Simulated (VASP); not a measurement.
Input of a VASP 6.6.1 run:

File POSCAR:

```
Ta2N
1.0
    3.0072151628      0.0000000000      0.0000000000
   -1.5036075814      2.6043247257      0.0000000000
    0.0000000000      0.0000000000      4.8066127633
Ta N
2 1
Direct
    0.6666666667      0.3333333333      0.7416665428
    0.3333333333      0.6666666667      0.2583334572
    0.0000000000      0.0000000000      0.0000000000
```

Contents of INCAR.step1:

```
ALGO = Normal
EDIFF = 1E-4
ENCUT = 600
GGA = PE
ISMEAR = 0
LASPH = True
LCHARG = False
LREAL = False
LWAVE = True
NELM = 60
PREC = Accurate
SIGMA = 0.1
```

Contents of INCAR.step2:

```
ALGO = Normal
EDIFF = 1E-7
EDIFFG = -0.01
ENCUT = 600
IBRION = 2
ISIF = 4
ISMEAR = 0
ISTART = 1
LASPH = True
LCHARG = False
LMIXTAU = True
LREAL = False
LWAVE = False
METAGGA = R2SCAN
NELM = 60
NSW = 50
PREC = Accurate
SIGMA = 0.1
```

KPOINTS

```
k-points
0
Gamma
  15 15 10
```

Potentials or basis: VASP PAW PBE potentials, release 64 (Ta_pv, N).

The run is started by

```bash
$ cat potpaw_PBE.64/Ta_pv/POTCAR potpaw_PBE.64/N/POTCAR > POTCAR
$ cp INCAR.step1 INCAR
$ mpirun -np 1 vasp_std > vasp.out
$ cp INCAR.step2 INCAR
$ mpirun -np 1 vasp_std > vasp.out
```

Q: Predict the band gap on the k mesh.

A: Zero (an odd number of electrons rules out a gap without spin polarisation).

Step by step:
| step | energy change (eV) | largest force (eV/Å) | pressure (GPa) | volume (Å³) |
| --- | --- | --- | --- | --- |
| 1 | 0.0000 | 0.2648 | 22.24 | 37.64 |
| 2 | -0.0011 | 0.1811 | 21.64 | 37.64 |
| 3 | -0.0021 | 0.0036 | 21.86 | 37.64 |
| 4 | -0.0023 | 0.0023 | 21.82 | 37.64 |
| 5 | -0.0023 | 0.0056 | 21.81 | 37.64 |

Caveat: the PAW data sets were made with another functional, which shifts forces and pressure a little; spin-orbit coupling is left out, which moves the levels of the heavy elements.
